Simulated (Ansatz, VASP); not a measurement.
**Two plane-wave programs on Rh**

```
Rh
1.0
     0.00000    1.89785    1.89785
     1.89785    0.00000    1.89785
     1.89785    1.89785    0.00000
Rh
1
Direct
  0.00000 0.00000 0.00000
```

Alike in both runs: task single point; functional PBE; k mesh 14 × 14 × 14; occupations methfessel-paxton of order 1, width 0.25 eV; no spin polarisation.

```csv
,VASP,Ansatz
version,VASP 6.6.1,Ansatz 0.2.0
potentials or method,"VASP PAW PBE potentials, release 64 (Rh_pv)","plane waves, PAW"
plane-wave cutoff (eV),500,420
valence electrons in the cell,15,17
```

VASP gave:

* pressure (GPa): 7.4

Question: What did Ansatz give for the same quantities?

Answer: Pressure (GPa): 7.3.

With one functional, cell and mesh, what is left measures potentials, basis and numerics. VASP's potentials hold 15 valence electrons a cell and Ansatz's 17, so a difference there can come from the potentials and not from the codes.
